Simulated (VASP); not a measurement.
Wanted: the native input for a VASP 6.6.1 run.

```
Task                   : single point
Functional             : PBE
Potentials or basis    : VASP PAW PBE potentials, release 64 (Yb, Os)
Cutoff                 : 520 eV
k mesh                 : 8 × 8 × 8
Occupations            : gaussian, width 0.05 eV
Spin                   : no spin polarisation
Dipole correction      : no
Further INCAR settings : ALGO = Normal; EDIFF = 1e-06; NBANDS = 32
```

The structure of YbOs3 lies in POSCAR:

```
YbOs3
1.0
    4.1041482591      0.0000000000      0.0000000000
    0.0000000000      4.1041482591      0.0000000000
    0.0000000000      0.0000000000      4.1041482591
Yb Os
1 3
Direct
    0.0000000000      0.0000000000      0.0000000000
    0.0000000000      0.5000000000      0.5000000000
    0.5000000000      0.5000000000      0.0000000000
    0.5000000000      0.0000000000      0.5000000000
```

One way to write it, as run:

INCAR

```
SYSTEM = YbOs3
ALGO = Normal ; EDIFF = 1E-6
ENCUT = 520 ; GGA = PE
ISIF = 2 ; ISMEAR = 0
LASPH = .True. ; LCHARG = .False.
LREAL = .False. ; LWAVE = .False.
NBANDS = 32 ; NELM = 80
PREC = Accurate ; SIGMA = 0.05
```

KPOINTS

```
k-points
0
Gamma
  8 8 8
  0 0 0
```

Potentials or basis: VASP PAW PBE potentials, release 64 (Yb, Os).

Run with:

```bash
$ cat potpaw_PBE.64/Yb/POTCAR potpaw_PBE.64/Os/POTCAR > POTCAR
$ mpirun -np 1 vasp_std > vasp.out
```

It gave:

* Pressure: -13.2 GPa
* Band gap on the k mesh: zero (bands 24 and 25 overlap by 2.38 eV)

Caveat: the cell stands under tension; spin-orbit coupling is left out, which moves the levels of the heavy elements.

Run time: 4.5 min on 1 thread of AMD EPYC 7R13 (shared host), peak memory 0.21 GiB.
